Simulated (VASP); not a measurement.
Crystal: Si4PI.

```
CELL_PARAMETERS angstrom
5.85493 0.00000 0.00000
-2.92747 5.07052 0.00000
0.00000 0.00000 4.49265
ATOMIC_POSITIONS crystal
Si 0.66667 0.33333 0.00000
Si 0.99631 0.49815 0.50000
Si 0.50185 0.49815 0.50000
Si 0.50185 0.00369 0.50000
P 0.33333 0.66667 0.00000
I 0.00000 0.00000 0.00000
```

The cell was generated, and may not be a known phase.

```yaml
Program: VASP 6.6.1
Task: relaxation of cell and atoms
Functional: PBE
Potentials_or_basis: VASP PAW PBE potentials, release 64 (Si, P, I)
Cutoff: 600 eV
k_mesh: 3 × 3 × 4
Occupations: gaussian, width 0.1 eV
Spin: no spin polarisation
```

At the start: pressure -7.6 GPa; volume 22.23 Å³/atom.

Where does the relaxation end?

Over 11 steps the energy falls by 129.0 meV/atom and the volume is 19.24 Å³/atom (-13.4 %); space group P-6m2 (No. 187, to 0.1 Å) before and after.

Step by step:
| step | energy change (eV) | largest force (eV/Å) | pressure (GPa) | volume (Å³) |
| --- | --- | --- | --- | --- |
| 1 | 0.0000 | 0.3787 | -7.64 | 133.38 |
| 2 | -0.6021 | 0.5276 | -0.63 | 113.94 |
| 3 | -0.6070 | 0.5249 | 0.23 | 112.38 |
| 4 | -0.6069 | 0.5236 | 0.46 | 111.98 |
| 5 | -0.6489 | 0.4599 | 0.56 | 111.86 |
| 6 | -0.7245 | 0.1204 | 1.54 | 111.50 |
| 7 | -0.7525 | 0.2171 | -0.80 | 116.21 |
| 8 | -0.7525 | 0.2163 | -0.73 | 116.07 |
| 9 | -0.7637 | 0.0716 | -1.32 | 117.56 |
| 10 | -0.7644 | 0.1024 | -1.23 | 117.31 |
| 11 | -0.7740 | 0.0358 | -0.19 | 115.45 |

Final structure:
```cif
data_structure
_symmetry_space_group_name_H-M 'P 1'
_symmetry_Int_Tables_number 1
_cell_length_a 5.6196
_cell_length_b 5.6196
_cell_length_c 4.2215
_cell_angle_alpha 90.000
_cell_angle_beta 90.000
_cell_angle_gamma 120.000
_cell_volume 115.45
loop_
_atom_site_label
_atom_site_type_symbol
_atom_site_fract_x
_atom_site_fract_y
_atom_site_fract_z
_atom_site_occupancy
Si1 Si 0.66667 0.33333 0.00000 1
Si2 Si 0.03283 0.51641 0.50000 1
Si3 Si 0.48359 0.51641 0.50000 1
Si4 Si 0.48359 0.96717 0.50000 1
P1 P 0.33333 0.66667 0.00000 1
I1 I 0.00000 0.00000 0.00000 1
```

Caveat: the k points lie up to 0.43 Å⁻¹ apart in the final cell, too coarse for converged energies and pressures of a metal.
